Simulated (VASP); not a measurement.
# Mg in VASP: a series of runs, part 2 of 2

VASP 6.6.1. The steps go on from the part before.

## Step 3: Single point, PBE

This run uses another cell than the first one, of 23.24 Å³/atom, 1.042 times its volume.

INCAR

```
PREC = Accurate ; ENCUT = 520
EDIFF = 1E-7 ; ISMEAR = -1
SIGMA = 0.05 ; LREAL = F
LASPH = T ; NELM = 100
ALGO = Normal ; ISIF = 2
LWAVE = F ; LCHARG = T
GGA = PE ; LELF = T
LVHAR = T ; NBANDS = 9
```

KPOINTS

```
Automatic mesh
0
Gamma
  12 12 7
```

POSCAR

```
Mg
1.0
    3.2092715325      0.0000000000      0.0000000000
   -1.6046357662      2.7793106748      0.0000000000
    0.0000000000      0.0000000000      5.2103300000
Mg
2
Direct
    0.3333333333      0.6666666667      0.2500000000
    0.6666666667      0.3333333333      0.7500000000
```

Potentials or basis: VASP PAW PBE potentials, release 64 (Mg).

Run with:

```console
$ cat potpaw_PBE.64/Mg/POTCAR > POTCAR
$ mpirun -np 1 vasp_std > vasp.out
```

OUTCAR:

```text
PREC = Accurate
   ENCUT = 520
   EDIFF = 1E-7
   ISMEAR = -1
   LREAL = F
   LASPH = T
   NELM = 100
   ISIF = 2
   GGA = PE

 ion  position               nearest neighbor table
   1  0.333  0.667  0.250-   2 3.20   2 3.20   2 3.20   2 3.20   2 3.20   2 3.20
   2  0.667  0.333  0.750-   1 3.20   1 3.20   1 3.20   1 3.20   1 3.20   1 3.20

  LATTYP: Found a hexagonal cell.
 ALAT       =     3.2092715325
 C/A-ratio  =     1.6235242008

  Lattice vectors:

 A1 = (   3.2092715325,   0.0000000000,   0.0000000000)
 A2 = (  -1.6046357662,   2.7793106748,   0.0000000000)
 A3 = (   0.0000000000,   0.0000000000,   5.2103300000)

Analysis of symmetry for initial positions (statically):
=====================================================================
 Subroutine PRICEL returns:
 Original cell was already a primitive cell.

 Routine SETGRP: Setting up the symmetry group for a
 hexagonal supercell.

 Subroutine GETGRP returns: Found 24 space group operations
 (whereof 12 operations were pure point group operations)
 out of a pool of 24 trial point group operations.

The static configuration has the point symmetry D_3d.
[... 162 lines left out ...]

 E-fermi :   2.5166     XC(G=0):  -8.4538

 val. band max:        2.4826907719   @ k =   0.3333   0.1667   0.1429
 cond. band min:       2.5220205115   @ k =   0.2500   0.0833   0.0000
 fundamental gap:      0.0393297396
 Fermi energy:         2.5165612491

 k-point     1 :       0.0000    0.0000    0.0000
  band No.  band energies     occupation
      1      -4.3090      2.00000
      2       0.9070      2.00000
      3       1.3283      2.00000
      4      13.4393      0.00000
      5      13.4393      0.00000
      6      13.5287      0.00000
      7      13.5287      0.00000
      8      14.3313      0.00000
      9      15.8826      0.00000
[... 265 lines left out ...]
 k-point    24 :       0.3333    0.0000    0.1429
  band No.  band energies     occupation
      1      -2.0513      2.00000
      2       1.7231      2.00000
      3       4.0071      0.00000
      4       5.0395      0.00000
      5       7.7903      0.00000
      6       9.9348      0.00000
      7      10.1308      0.00000
      8      11.8567      0.00000
      9      13.2757      0.00000

 [... further k-points ...]
[... 5 lines left out ...]
  --------------------------------------------------------------------------------------
  -------------------------------------------------------------------------------------
  Total       -0.0902591     -0.0902591     -0.3410111     -0.0000000      0.0000000      0.0000000
  in kB       -3.1116660     -3.1116660    -11.7562921     -0.0000000      0.0000000      0.0000000
  external PRESSURE =      -5.9932080 kB  Pullay stress =       0.0000000 kB

 VOLUME and BASIS-vectors are now :
 -----------------------------------------------------------------------------
  energy-cutoff  :      520.00
  volume of cell :       46.47
      direct lattice vectors                 reciprocal lattice vectors
     3.209271532  0.000000000  0.000000000     0.311597193  0.179900723  0.000000000
    -1.604635766  2.779310675  0.000000000     0.000000000  0.359801446  0.000000000
     0.000000000  0.000000000  5.210330000     0.000000000  0.000000000  0.191926423

 POSITION                                       TOTAL-FORCE (eV/Angst)
 -----------------------------------------------------------------------------------
     -0.00000      1.85287      1.30258        -0.000000      0.000000      0.000000
      1.60464      0.92644      3.90775         0.000000     -0.000000      0.000000
 -----------------------------------------------------------------------------------
    total drift:                                0.000000     -0.000000      0.000000

  FREE ENERGIE OF THE ION-ELECTRON SYSTEM (eV)
  ---------------------------------------------------
  free  energy   TOTEN  =        -3.0147342640 eV

  energy  without entropy=       -3.0072467075  energy(sigma->0) =       -3.01099049
```

stdout:

```text
POSCAR found type information on POSCAR Mg
 POSCAR found :  1 types and       2 ions
 scaLAPACK will be used
 LDA part: xc-table for (Slater+PW92), standard interpolation
 POSCAR, INCAR and KPOINTS ok, starting setup
 FFT: planning ... GRIDC
 FFT: planning ... GRID_SOFT
 FFT: planning ... GRID
 WAVECAR not read
 entering main loop
```

Wall time 20 s (1 thread of Intel Xeon Platinum 8259CL at 2.50GHz (Skylake/Cascade Lake), shared host); peak memory 0.17 GiB.

Results:

```yaml
Free_energy: -3.0147 eV
Pressure: -0.6 GPa
Band_gap_on_the_k_mesh: zero (band 2 reaches 3.57 eV, above the bottom of band 3 at 1.33 eV)
```

Stress tensor (GPa, compression positive):
```
-0.31  0.00  0.00
 0.00 -0.31  0.00
 0.00  0.00 -1.18
```

## Step 4: Single point, PBE (equal xy, yz and zx shear strains of +1 %)

INCAR

```
PREC = Accurate
ENCUT = 520
EDIFF = 1E-6
ISMEAR = -1
SIGMA = 0.05
LREAL = F
LASPH = T
NELM = 100
ALGO = Normal
ISIF = 2
LWAVE = F
LCHARG = F
GGA = PE
NBANDS = 9
```

KPOINTS is that of step 3.

POSCAR

```
Mg
1.0
    3.2092715325      0.0160463577      0.0160463577
   -1.5907392128      2.7712874960      0.0058733745
    0.0260516500      0.0260516500      5.2103300000
Mg
2
Direct
    0.3333333333      0.6666666667      0.2500000000
    0.6666666667      0.3333333333      0.7500000000
```

Run with:

```console
$ cat potpaw_PBE.64/Mg/POTCAR > POTCAR
$ mpirun -np 1 vasp_std > vasp.out
```

Run time: 2.2 min. Hardware: 1 thread of Intel Xeon 8259CL, shared host; peak memory 0.32 GiB.

The run converged. Its results:

| Quantity | Value |
| --- | --- |
| Free energy | -3.0139 eV |
| Pressure | -0.6 GPa |
| Largest force | 0.007 eV/Å |
| Band gap on the k mesh | zero (band 2 reaches 3.57 eV, above the bottom of band 3 at 1.33 eV) |

Forces in eV/Å, atoms in the order of the input:
```
Mg  -0.007  0.000  0.000
Mg   0.007  0.000  0.000
```

Stress tensor (GPa, compression positive):
```
-0.33 -0.12 -0.20
-0.12 -0.33 -0.20
-0.20 -0.20 -1.11
```

Levels at points of the mesh, in eV from the Fermi level:
| k point | band 1 | band 2 | band 3 | band 4 | band 5 |
| --- | --- | --- | --- | --- | --- |
| (0.00, 0.00, 0.00) | -6.83 | -1.61 | -1.19 | 10.81 | 10.91 |
| (0.50, 0.00, 0.00) | -2.12 | -2.10 | 2.62 | 3.02 | 3.29 |
| (0.00, 0.50, 0.00) | -2.07 | -2.07 | 2.68 | 3.06 | 3.32 |
| (0.50, 0.50, 0.00) | -2.04 | -2.02 | 2.74 | 3.10 | 3.34 |

Caveat: the cell differs from its parent crystal (equal xy, yz and zx shear strains of +1 %).

## Step 5: The runs side by side

```csv
level,cell,gap on the mesh (eV),pressure (GPa)
PBEsol,"a = 3.166, b = 3.166, c = 5.140 Å, angles 90.0, 90.0, 120.0°, 2 atoms",none,0.3
PBE,"a = 3.209, b = 3.209, c = 5.210 Å, angles 90.0, 90.0, 120.0°, 2 atoms",none,-0.6
PBE,"a = 3.209, b = 3.195, c = 5.210 Å, angles 89.8, 89.4, 119.6°, 2 atoms",none,-0.6
```

Alike in all rows: task single point; potentials or basis VASP PAW PBE potentials, release 64 (Mg); no spin polarisation; k mesh 12 × 12 × 7; cutoff (eV) 520; smearing fermi-dirac 0.05 eV.

Caveats: the PAW data sets were made with another functional, which shifts forces and pressure a little (some runs).

Total energies depend on the potentials used, so only differences within one code and one set of settings carry meaning.
